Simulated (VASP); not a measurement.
KAlPb3:

```xyz
10
Lattice="7.3446 0.0000 0.0000 -3.6723 6.3606 0.0000 0.0000 0.0000 6.2749" Properties=species:S:1:pos:R:3 pbc="T T T"
K     0.0000    4.2404    4.7062
K     3.6723    2.1202    1.5687
Al    0.0000    0.0000    3.1375
Al    0.0000    0.0000    0.0000
Pb    0.0000    1.8573    1.5687
Pb    5.7362    0.9287    4.7062
Pb    3.6723    4.5033    4.7062
Pb   -2.0638    5.4320    1.5687
Pb    2.0638    5.4320    1.5687
Pb    1.6085    0.9287    4.7062
```

| Property | Result |
| --- | --- |
| Program | VASP 6.6.1 |
| Task | relaxation of cell and atoms |
| Functional | PBE |
| Potentials or basis | VASP PAW PBE potentials, release 64 (K_sv, Al, Pb_d) |
| Cutoff | 500 eV |
| k mesh | 3 × 3 × 4 |
| Occupations | gaussian, width 0.1 eV |
| Spin | no spin polarisation |

At the start: pressure 20.2 GPa; volume 29.31 Å³/atom.

How do energy, volume and symmetry change on relaxing?

Over 34 steps the energy falls by 843.0 meV/atom and the volume is 34.43 Å³/atom (+17.5 %); space group P6_3/mmc (No. 194, to 0.1 Å) before and after.

Step by step:
| step | energy change (eV) | largest force (eV/Å) | pressure (GPa) | volume (Å³) |
| --- | --- | --- | --- | --- |
| 1 | 0.0000 | 5.5777 | 20.25 | 293.14 |
| 2 | -6.0420 | 0.4424 | -3.91 | 479.74 |
| 3 | -7.3833 | 0.4477 | -0.57 | 398.95 |
| 4 | -7.4638 | 0.4738 | -0.47 | 392.14 |
| 5 | -7.6909 | 0.5392 | -0.10 | 372.17 |
| 6 | -7.9902 | 0.5612 | 1.26 | 334.23 |
| 7 | -6.0813 | 1.5269 | 10.63 | 265.99 |
| 8 | -7.9178 | 0.6665 | 1.74 | 330.82 |
| 9 | -7.8841 | 0.5716 | 3.06 | 310.56 |
| 10 | -7.9229 | 0.6416 | 2.25 | 322.19 |
| 11 | -7.9651 | 0.5740 | 2.15 | 321.37 |
| 12 | -8.0601 | 0.3707 | 1.91 | 318.94 |
| 13 | -8.0755 | 0.1731 | 1.88 | 314.09 |
| 14 | -8.1027 | 0.1383 | 1.80 | 316.51 |
| 15 | -8.1038 | 0.0960 | 1.80 | 316.14 |
| 16 | -8.1435 | 0.0955 | 1.38 | 320.33 |
| 17 | -8.2033 | 0.0777 | 0.28 | 333.14 |
| 18 | -8.2055 | 0.0709 | 0.07 | 335.99 |
| 19 | -8.2055 | 0.0699 | 0.04 | 336.39 |
| 20 | -8.2076 | 0.0636 | 0.03 | 336.38 |
| 21 | -8.2140 | 0.0432 | 0.01 | 336.33 |
| 22 | -8.2264 | 0.0069 | -0.03 | 336.21 |
| 23 | -8.2449 | 0.1381 | -0.06 | 335.87 |
| 24 | -8.2035 | 0.5074 | 0.17 | 334.78 |
| 25 | -8.2478 | 0.1795 | -0.05 | 335.74 |
| 26 | -8.2512 | 0.1908 | -0.04 | 335.63 |
| 27 | -8.2604 | 0.2287 | 0.01 | 335.27 |
| 28 | -8.2699 | 0.3226 | 0.15 | 334.46 |
| 29 | -8.2841 | 0.3205 | 0.14 | 334.88 |
| 30 | -8.3228 | 0.3218 | 0.13 | 336.03 |
| 31 | -8.3590 | 0.3308 | 0.25 | 337.85 |
| 32 | -8.4035 | 0.1915 | 0.00 | 341.77 |
| 33 | -8.4273 | 0.0410 | -0.27 | 348.66 |
| 34 | -8.4301 | 0.0150 | 0.12 | 344.33 |

Final structure:
```xyz
10
Lattice="7.0679 0.0000 0.0000 -3.5340 6.1210 0.0000 0.0000 0.0000 7.9591" Properties=species:S:1:pos:R:3 pbc="T T T"
K     0.0000    4.0807    5.9693
K     3.5340    2.0403    1.9898
Al    0.0000    0.0000    3.9795
Al    0.0000    0.0000    7.9591
Pb    0.0000    2.1439    1.9898
Pb    5.2112    1.0720    5.9693
Pb    3.5340    3.9771    5.9693
Pb   -1.6773    5.0490    1.9898
Pb    1.6773    5.0490    1.9898
Pb    1.8567    1.0720    5.9693
```

Caveat: the volume moved by over 15 % at a fixed basis, so the end points are rough.
